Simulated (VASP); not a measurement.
Runs of VASP 6.6.1 on Hf. The structure is that of space group Im-3m (No. 229), or close to it. The cells are those of the table. This isn't the form of Hf at room conditions, which is hcp.

| task | cell | k mesh | cutoff (eV) | gap on the mesh (eV) | pressure (GPa) | relaxed volume (Å³/atom) |
| --- | --- | --- | --- | --- | --- | --- |
| relaxation of cell and atoms | relaxed from a = 3.025 Å, angles 109.5°, 1 atom | 16 × 16 × 16 | 600 | none | 0.0 | 21.22 |
| single point | a = 2.959 Å, angles 109.5°, 1 atom | 8 × 8 × 8 | 520 | none | 7.9 | - |
| single point | a = 3.025 Å, angles 109.5°, 1 atom | 8 × 8 × 8 | 520 | none | -0.3 | - |
| relaxation of cell and atoms | relaxed from a = 2.959 Å, angles 109.5°, 1 atom | 8 × 8 × 8 | 600 | none | -0.1 | (a) |

Alike in all rows: level PBEsol; potentials or basis VASP PAW PBE potentials, release 64 (Hf_pv); no spin polarisation; smearing gaussian 0.1 eV.

Estimate the missing entries.

(a) 21.27.

Caveats: the PAW data sets were made with another functional, which shifts forces and pressure a little; spin-orbit coupling is left out, which moves the levels of the heavy elements; the cell stands under pressure (at least some runs).

A k mesh can miss the band edges, and the runs leave out spin-orbit coupling on Hf.

A gap of «none» marks levels without a gap at the run's occupations.
